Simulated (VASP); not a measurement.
## W: single point with LDA

W:

```
CELL_PARAMETERS angstrom
-0.89826 1.56632 1.56632
1.56632 -0.89826 1.56632
1.56632 1.56632 -0.89826
ATOMIC_POSITIONS crystal
W 0.00000 0.00000 0.00000
```

* Program: VASP 6.6.1
* Task: single point
* Functional: LDA
* Potentials or basis: VASP PAW LDA potentials, release 64 (W_sv)
* Cutoff: 520 eV
* k mesh: 22 × 22 × 22
* Occupations: gaussian, width 0.15 eV
* Spin: no spin polarisation

* Pressure: 102.3 GPa
* Band gap on the k mesh: zero (bands 7 and 8 overlap by 4.12 eV)

Stress tensor (GPa, compression positive):
```
102.34 -12.91 -12.91
-12.91 102.34 -12.91
-12.91 -12.91 102.34
```

Levels at points of the mesh, in eV from the Fermi level:
```csv
k point,band 5,band 6,band 7,band 8,band 9,band 10
"(0.00, 0.00, 0.00)",-10.09,-6.25,-6.25,6.25,6.69,6.69
"(0.50, 0.00, 0.00)",-6.06,-4.95,-0.40,0.92,1.23,7.21
"(0.50, 0.50, 0.00)",-8.40,-3.81,1.88,2.48,5.88,7.55
"(0.50, 0.50, 0.50)",-6.50,-6.50,-5.09,6.46,11.26,11.26
```

Wall time 58 s on 1 thread of Intel(R) Xeon(R) 6975P-C (Granite Rapids) (shared host), peak memory 0.26 GiB.

Caveat: the cell stands under pressure; spin-orbit coupling is left out, which moves the levels of the heavy elements.
